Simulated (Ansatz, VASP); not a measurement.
# One calculation of Bi, two programs

The input INCAR:

```
SYSTEM = Bi
  PREC = Accurate
  ENCUT = 520
  EDIFF = 1E-6
  ISMEAR = -1
  SIGMA = 0.03
  LREAL = .FALSE.
  LASPH = .TRUE.
  NELM = 100
  ALGO = Normal
  ISIF = 2
  LWAVE = .FALSE.
  LCHARG = .FALSE.
  GGA = PE
  NBANDS = 22
```

Contents of KPOINTS:

```
Automatic mesh
0
G
  9 9 3
  0 0 0
```

POSCAR

```
Bi
1.0
    4.5540801457      0.0000000000      0.0000000000
   -2.2770400729      3.9439490971      0.0000000000
    0.0000000000      0.0000000000     11.8682992920
Bi
2
Direct
    0.3333333333      0.6666666667      0.2500000000
    0.6666666667      0.3333333333      0.7500000000
```

Input for Ansatz:

```yaml
crystal:
  lattice:
    - [4.5540801457, 0.0, 0.0]
    - [-2.2770400729, 3.9439490971, 0.0]
    - [0.0, 0.0, 11.868299292]
  atoms:
    - { symbol: Bi, position: [0.3333333333, 0.6666666667, 0.25] }
    - { symbol: Bi, position: [0.6666666667, 0.3333333333, 0.75] }
kpoints:
  mp_grid: { grid: [9, 9, 3] }
  band_path:
    path:
      - [0.0, 0.0, 0.0]
      - [0.5, 0.0, 0.0]
      - [0.3333333333, 0.3333333333, 0.0]
      - [0.0, 0.0, 0.0]
      - [0.0, 0.0, 0.5]
      - [0.5, 0.0, 0.5]
      - [0.3333333333, 0.3333333333, 0.5]
      - [0.0, 0.0, 0.5]
      - [0.5, 0.0, 0.5]
    npoints: 5
scf:
  occupations: { method: fermi_dirac, width: 0.03 }
hamiltonian:
  xc: pbe
  pseudopotentials: { kind: all_electron, lapw: { basis_error: 0.0005 } }
output:
  forces: true
  stress: true
  eigenvalues: true
```

Change from the starting cell: volume scaled by 1.01.

Alike in both runs: task single point; functional PBE; k mesh 9 × 9 × 3; occupations fermi-dirac, width 0.03 eV; no spin polarisation.

|  | VASP | Ansatz |
| --- | --- | --- |
| version | VASP 6.6.1 | Ansatz 0.2.0 |
| potentials or method | VASP PAW PBE potentials, release 64 (Bi_d), cutoff 520 eV | all-electron LAPW, scalar-relativistic |

|  | VASP | Ansatz | Ansatz less VASP |
| --- | --- | --- | --- |
| pressure (GPa) | -3.2 | -3.2 | +0.02 |
| traceless stress, the component that is largest in VASP (GPa) | 2.91 | 2.91 | 0.000 |

Ansatz ran all-electron here, and VASP with PAW potentials.

Spin-orbit coupling is off throughout.
